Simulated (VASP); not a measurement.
Input of a VASP 6.6.1 run:

The input INCAR:

```
PREC     = Accurate       # precision mode
ENCUT    = 520            # plane-wave cutoff, eV
EDIFF    = 1E-6           # SCF threshold, eV
ISMEAR   = 0              # smearing method
SIGMA    = 0.1            # smearing width, eV
LREAL    = F              # projectors in reciprocal space
LASPH    = T              # aspherical terms in the spheres
NELM     = 80             # most SCF steps
ALGO     = Normal         # electronic algorithm
ISIF     = 2              # what is computed and relaxed
LWAVE    = F              # write WAVECAR
LCHARG   = F              # write CHGCAR
GGA      = PE             # functional
NBANDS   = 36             # bands
```

Contents of KPOINTS:

```
Automatic mesh
0
Gamma
  4 4 4
```

The input POSCAR:

```
HfO7
1.0
    0.0000000000      3.4849309000      3.4849309000
    3.4849309000      0.0000000000      3.4849309000
    3.4849309000      3.4849309000      0.0000000000
Hf O
1 7
Direct
    0.0000000000      0.0000000000      0.0000000000
    0.5000000000      0.5000000000      0.5000000000
    0.0000000000      0.0000000000      0.5000000000
    0.5000000000      0.0000000000      0.5000000000
    0.0000000000      0.5000000000      0.5000000000
    0.5000000000      0.5000000000      0.0000000000
    0.0000000000      0.5000000000      0.0000000000
    0.5000000000      0.0000000000      0.0000000000
```

Potentials or basis: VASP PAW PBE potentials, release 64 (Hf_pv, O).

Command:

```sh
$ cat potpaw_PBE.64/Hf_pv/POTCAR potpaw_PBE.64/O/POTCAR > POTCAR
$ mpirun -np 1 vasp_std > vasp.out
```

Question: Estimate the band gap on the k mesh.

Answer: Zero (band 26 reaches 1.88 eV, above the bottom of band 27 at 1.29 eV).

Question: Predict the pressure.

Answer: -25.4 GPa.

Caveat: the k points lie up to 0.39 Å⁻¹ apart; spin-orbit coupling is left out, which moves the levels of the heavy elements.
